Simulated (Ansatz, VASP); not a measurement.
# ZnAu in VASP and in Ansatz

```
Zn Au
1.0
     3.15451    0.00000    0.00000
     0.00000    3.15451    0.00000
     0.00000    0.00000    3.15451
Zn Au
1 1
Direct
  0.50000 0.50000 0.50000
  0.00000 0.00000 0.00000
```

Alike in both runs: task single point; functional PBE; k mesh 14 × 14 × 14; occupations gaussian, width 0.1 eV; no spin polarisation.

```csv
,VASP,Ansatz
version,VASP 6.6.1,Ansatz 0.2.0
potentials or method,"VASP PAW PBE potentials, release 64 (Zn, Au), cutoff 520 eV","scalar-relativistic, plane waves, PAW"
valence electrons in the cell,23,31
```

Ansatz gave:

- gap on the k mesh at the Fermi level (eV): none
- pressure (GPa): 3.8

Task: What did VASP give for the same quantities?

Result: gap on the k mesh at the Fermi level (eV): none; pressure (GPa): 4.0.

A gap of «none» marks a metal or a gap that the smearing closes. With one functional, cell and mesh, what is left measures potentials, basis and numerics. VASP's potentials hold 23 valence electrons a cell and Ansatz's 31, so a difference there can come from the potentials and not from the codes.

Neither program's run includes spin-orbit coupling.
